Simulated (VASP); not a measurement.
# Cr (Fd-3m) in VASP: single point with LDA

Aim: the single point of Cr with LDA.

All numbers are computed with VASP 6.6.1; they aren't measurements. Logs are shortened: lines on timing, memory, paths and dates and some standing lists are left out, and cuts for length are marked.

**1. The cell of the first run**

Symmetry: Fd-3m, No. 227, cubic system. The conventional cell has a = 4.947 Å, b = 4.947 Å, c = 4.947 Å, α = 90.00°, β = 90.00°, γ = 90.00°. Cr (site symmetry -43m) has 4 Cr at 2.14 Å within 2.8 Å.

**2. Single point, LDA**

INCAR reads:

```
SYSTEM = Cr
  PREC = Accurate
  ENCUT = 520
  EDIFF = 1E-6
  ISMEAR = -1
  SIGMA = 0.13605693000000002
  LREAL = .False.
  LASPH = .True.
  NELM = 100
  ALGO = Normal
  ISIF = 2
  LWAVE = .False.
  LCHARG = .True.
  LELF = .True.
  LVHAR = .True.
  NBANDS = 19
```

KPOINTS reads:

```
regular mesh
0
Gamma
  9 9 9
  0 0 0
```

POSCAR reads:

```
Cr
1.0
    0.0000000000      2.4734796635      2.4734796635
    2.4734796635      0.0000000000      2.4734796635
    2.4734796635      2.4734796635      0.0000000000
Cr
2
Direct
    0.0000000000      0.0000000000      0.0000000000
    0.2500000000      0.2500000000      0.2500000000
```

Potentials or basis: VASP PAW LDA potentials, release 64 (Cr_pv).

Launch:

```
$ cat potpaw_LDA.64/Cr_pv/POTCAR > POTCAR
$ mpirun -np 1 vasp_std > vasp.out
```

OUTCAR:

```text
SYSTEM = Cr
   PREC = Accurate
   ENCUT = 520
   EDIFF = 1E-6
   ISMEAR = -1
   LREAL = .False.
   LASPH = .True.
   NELM = 100
   ISIF = 2

 ion  position               nearest neighbor table
   1  0.000  0.000  0.000-   2 2.14   2 2.14   2 2.14   2 2.14
   2  0.250  0.250  0.250-   1 2.14   1 2.14   1 2.14   1 2.14

  LATTYP: Found a face centered cubic cell.
 ALAT       =     4.9469593270

  Lattice vectors:

 A1 = (   0.0000000000,   2.4734796635,   2.4734796635)
 A2 = (   2.4734796635,   0.0000000000,   2.4734796635)
 A3 = (   2.4734796635,   2.4734796635,   0.0000000000)

Analysis of symmetry for initial positions (statically):
=====================================================================
 Subroutine PRICEL returns:
 Original cell was already a primitive cell.

 Routine SETGRP: Setting up the symmetry group for a
 face centered cubic supercell.

 Subroutine GETGRP returns: Found 48 space group operations
 (whereof 24 operations were pure point group operations)
 out of a pool of 48 trial point group operations.

The static configuration has the point symmetry T_d .
 The point group associated with its full space group is O_h .

Analysis of symmetry for dynamics (positions and initial velocities):
=====================================================================
 Subroutine PRICEL returns:
 Original cell was already a primitive cell.

 Routine SETGRP: Setting up the symmetry group for a
 face centered cubic supercell.

 Subroutine GETGRP returns: Found 48 space group operations
 (whereof 24 operations were pure point group operations)
 out of a pool of 48 trial point group operations.

The dynamic configuration has the point symmetry T_d .
 The point group associated with its full space group is O_h .

 Subroutine INISYM returns: Found 48 space group operations
 (whereof 24 operations are pure point group operations),
 and found     1 'primitive' translations

----------------------------------------------------------------------------------------

                                     Primitive cell

  volume of cell :      30.2660

  direct lattice vectors                    reciprocal lattice vectors
     0.000000000  2.473479664  2.473479664    -0.202144375  0.202144375  0.202144375
     2.473479664  0.000000000  2.473479664     0.202144375 -0.202144375  0.202144375
     2.473479664  2.473479664  0.000000000     0.202144375  0.202144375 -0.202144375

[... 73 lines left out ...]
 SYSTEM =  Cr
   PREC   = accura    normal or accurate (medium, high low for compatibility)
   ISTART =      0    job   : 0-new  1-cont  2-samecut
   ICHARG =      2    charge: 1-file 2-atom 10-const
   ISPIN  =      1    spin polarized calculation?
   LNONCOLLINEAR =      F non collinear calculations
   LSORBIT =      F    spin-orbit coupling
   LASPH  =      T    aspherical Exc in radial PAW
   ENCUT  =  520.0 eV  38.22 Ry    6.18 a.u.   6.50  6.50  6.50*2*pi/ulx,y,z
   NELM   =    100;   NELMIN=  2; NELMDL= -5     # of ELM steps
   EDIFF  = 0.1E-05   stopping-criterion for ELM
   LREAL  =      F    real-space projection
   EDIFFG = 0.1E-04   stopping-criterion for IOM
   NSW    =      0    number of steps for IOM
   IBRION =     -1    ionic relax: 0-MD 1-quasi-New 2-CG
   NFREE  =      0    steps in history (QN), initial steepest desc. (CG)
   ISIF   =      2    stress and relaxation
   ISYM   =      2    0-nonsym 1-usesym 2-fastsym
   POTIM  = 0.5000    time-step for ionic-motion
   TEBEG  =    0.0;   TEEND  =   0.0 temperature during run
   PSTRESS=    0.0 pullay stress
   NELECT =      24.0000    total number of electrons
   NUPDOWN=      -1.0000    fix difference up-down
   EMIN   =  10.00;   EMAX   =-10.00  energy-range for DOS
   EFERMI =   0.00;   METHOD = LEGACY
   ISMEAR =    -1;   SIGMA  =   0.14  broadening in eV -4-tet -1-fermi 0-gaus
   EFERMI_NEDOS =   21; number of points for ismear=-14 and -15
   IALGO  =     38    algorithm
   IMIX   =      4    mixing-type and parameters
     AMIX     =   0.40;   BMIX     =  1.00
     AMIX_MAG =   1.60;   BMIX_MAG =  1.00
  volume/ion in A,a.u.               =      15.13       102.12
  Fermi-wavevector in a.u.,A,eV,Ry     =   1.515282  2.863468 31.240074  2.296081
  Thomas-Fermi vector in A             =   2.624827
   LORBIT       =      0    0 simple, 1 ext, 2 COOP (PROOUT), +10 PAW based schemes
   GGA     = CA    functional components
   LHFCALC =     F    Hartree Fock is set to
   AEXX    =    0.0000 exact exchange contribution
   IVDW    =     0    specifies the selected vdW correction
   LEPSILON=     F    determine dielectric tensor
   LRPA    =     F    only Hartree local field effects (RPA)
 non-spin polarized calculation
  energy-cutoff  :      520.00
  volume of cell :       30.27
 maximum number of plane-waves:       869
 NGX is ok and might be reduce to    28
   NGX = 13   NGY = 13   NGZ = 13

 number of electron      23.9999985 magnetization

 Free energy of the ion-electron system (eV)
  ---------------------------------------------------
  ext. energy  EPLUGINS =         0.00000000
  ---------------------------------------------------
  free energy    TOTEN  =       -16.90098810 eV

  energy without entropy =      -16.68105509  energy(sigma->0) =      -16.79102159

 E-fermi :   7.0224     XC(G=0): -12.0855

 val. band max:        7.0224005278   @ k =  -0.4444   0.3333   0.0000
 cond. band min:       7.0250563147   @ k =   0.4444   0.0000   0.0000
 fundamental gap:      0.0026557868
 Fermi energy:         7.0224432428

 k-point     1 :       0.0000    0.0000    0.0000
  band No.  band energies     occupation
      1     -35.3749      2.00000
      2     -35.3749      2.00000
      3     -35.3749      2.00000
      4     -34.3516      2.00000
      5     -34.3516      2.00000
      6     -34.3516      2.00000
[... 505 lines left out ...]
      6     -34.0924      2.00000
[... 11 lines left out ...]
     18      12.4074      0.00000
     19      13.3417      0.00000

 [... further k-points ...]
[... 5 lines left out ...]
  --------------------------------------------------------------------------------------
  -------------------------------------------------------------------------------------
  Total        0.1486395      0.1486395      0.1486395      0.0000000     -0.0000000      0.0000000
  in kB        7.8684596      7.8684596      7.8684596      0.0000000     -0.0000000      0.0000000
  external PRESSURE =       7.8684596 kB  Pullay stress =       0.0000000 kB

 VOLUME and BASIS-vectors are now :
 -----------------------------------------------------------------------------
  energy-cutoff  :      520.00
  volume of cell :       30.27
      direct lattice vectors                 reciprocal lattice vectors
     0.000000000  2.473479664  2.473479664    -0.202144375  0.202144375  0.202144375
     2.473479664  0.000000000  2.473479664     0.202144375 -0.202144375  0.202144375
     2.473479664  2.473479664  0.000000000     0.202144375  0.202144375 -0.202144375

 POSITION                                       TOTAL-FORCE (eV/Angst)
 -----------------------------------------------------------------------------------
      0.00000      0.00000      0.00000        -0.000000     -0.000000     -0.000000
      1.23674      1.23674      1.23674         0.000000      0.000000      0.000000
 -----------------------------------------------------------------------------------
    total drift:                                0.000000      0.000000      0.000000

  FREE ENERGIE OF THE ION-ELECTRON SYSTEM (eV)
  ---------------------------------------------------
  free  energy   TOTEN  =       -16.9009880987 eV

  energy  without entropy=      -16.6810550856  energy(sigma->0) =      -16.79102159
```

It took 35 s on 1 thread of Intel Xeon 6975P-C, shared host; peak memory 0.15 GiB.

What came out:

```
Free energy            : -16.9010 eV
Pressure               : 0.8 GPa
Band gap on the k mesh : zero (band 12 reaches 7.26 eV, above the bottom of band 13 at 6.75 eV)
```

Caveat: the run has no spin polarisation, though such a crystal can be magnetic. Spin polarisation is off, so any magnetic state and its effect on volume and gap are missing.
